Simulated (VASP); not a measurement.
Write the native input for VASP 6.6.1 that does the following.

| Quantity | Value |
| --- | --- |
| Task | single point |
| Functional | PBEsol |
| Potentials or basis | VASP PAW PBE potentials, release 64 (Ti_sv) |
| Cutoff | 520 eV |
| k mesh | 15 × 15 × 8 |
| Occupations | fermi-dirac, width 0.05 eV |
| Spin | no spin polarisation |
| Dipole correction | no |
| Further INCAR settings | ALGO = Normal; EDIFF = 1e-06; NBANDS = 19 |

The structure of Ti lies in POSCAR:

```
Ti
1.0
    2.3819015839      0.0000000000      0.0000000000
   -1.1909507919      2.0627872810      0.0000000000
    0.0000000000      0.0000000000      4.3584294175
Ti
2
Direct
    0.3333333333      0.6666666667      0.2500000000
    0.6666666667      0.3333333333      0.7500000000
```

One way to write it, as run:

INCAR

```
SYSTEM = Ti
  PREC = Accurate
  ENCUT = 520
  EDIFF = 1E-6
  ISMEAR = -1
  SIGMA = 0.05
  LREAL = .FALSE.
  LASPH = .TRUE.
  NELM = 100
  ALGO = Normal
  ISIF = 2
  LWAVE = .FALSE.
  LCHARG = .FALSE.
  GGA = PS
  NBANDS = 19
```

KPOINTS

```
regular mesh
0
G
  15 15 8
  0 0 0
```

Potentials or basis: VASP PAW PBE potentials, release 64 (Ti_sv).

The run is started by

```bash
$ cat potpaw_PBE.64/Ti_sv/POTCAR > POTCAR
$ mpirun -np 1 vasp_std > vasp.out
```

It gave:

| Quantity | Value |
| --- | --- |
| Pressure | 99.5 GPa |
| Band gap on the k mesh | zero (band 12 reaches 15.45 eV, above the bottom of band 13 at 14.00 eV) |

Caveat: the PAW data sets were made with another functional, which shifts forces and pressure a little.

It took 48 s on 1 thread of AMD EPYC 7R43 64-Core Processor (Zen 3), on a shared host, peak memory 0.12 GiB.
